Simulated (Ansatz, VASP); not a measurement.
RbCl in VASP and in Ansatz

The input INCAR:

```
ALGO = Normal ; EDIFF = 1E-7
EDIFFG = -0.002 ; ENCUT = 450
GGA = CA ; GGA_COMPAT = F
IBRION = 2 ; ISIF = 2
ISMEAR = 0 ; LASPH = T
LCHARG = F ; LREAL = F
LWAVE = F ; NELM = 120
NELMIN = 4 ; NSW = 50
PREC = Accurate ; SIGMA = 0.01
```

File KPOINTS:

```
k-points
0
Gamma
  6 6 6
```

Contents of POSCAR:

```
RbCl
1.0
    0.0159427095      3.1965132579      3.1965132579
    3.1965132579      0.0159427095      3.1965132579
    3.1965132579      3.1965132579      0.0159427095
Rb Cl
1 1
Direct
    0.0000000000      0.0000000000      0.0000000000
    0.5000000000      0.5000000000      0.5000000000
```

Input for Ansatz:

```yaml
crystal:
  lattice:
    - [0.01594270952, 3.19651325786, 3.19651325786]
    - [3.19651325786, 0.01594270952, 3.19651325786]
    - [3.19651325786, 3.19651325786, 0.01594270952]
  atoms:
    - { symbol: Rb, position: [0.0, 0.0, 0.0] }
    - { symbol: Cl, position: [0.5, 0.5, 0.5] }
kpoints:
  mp_grid: { grid: [6, 6, 6] }
scf:
  occupations: { method: fixed }
  convergence: { dr2_threshold: 1.0e-10 }
hamiltonian:
  xc: lda
  pseudopotentials: { kind: all_electron, lapw: { basis_error: 0.0005 } }
output:
  forces: true
  stress: true
  eigenstates:
    kpoints:
      - [0.0, 0.0, 0.0]
      - [-0.5, 0.0, -0.5]
      - [0.0, -0.5, -0.5]
      - [-0.5, -0.5, 0.0]
      - [-0.5, 0.0, 0.0]
      - [0.0, -0.5, 0.0]
      - [0.0, 0.0, -0.5]
      - [-0.5, -0.5, -0.5]
relax:
  f_tol: 0.002
  max_steps: 30
```

Change from the starting cell: equal xy, yz and zx engineering shears of +0.5 %.

Alike in both runs: task relaxation of the atoms; functional LDA; k mesh 6 × 6 × 6; no spin polarisation.

|  | VASP | Ansatz |
| --- | --- | --- |
| version | VASP 6.6.1 | Ansatz 0.2.0 |
| potentials or method | VASP PAW LDA potentials, release 64 (Rb_sv, Cl), cutoff 450 eV | all-electron LAPW, scalar-relativistic |
| occupations | gaussian, width 0.01 eV | fixed |

```csv
,VASP,Ansatz,Ansatz less VASP
"gap on the k mesh at the Fermi level, each at its own relaxed structure (eV)",4.85,4.85,-0.005
```

LDA's correlation is that of Perdew and Zunger in VASP and of Perdew and Wang (1992) in Ansatz. Ansatz ran all-electron here, and VASP with PAW potentials.

Noted on VASP's run: the relaxation stopped at its first step, so nothing moved.
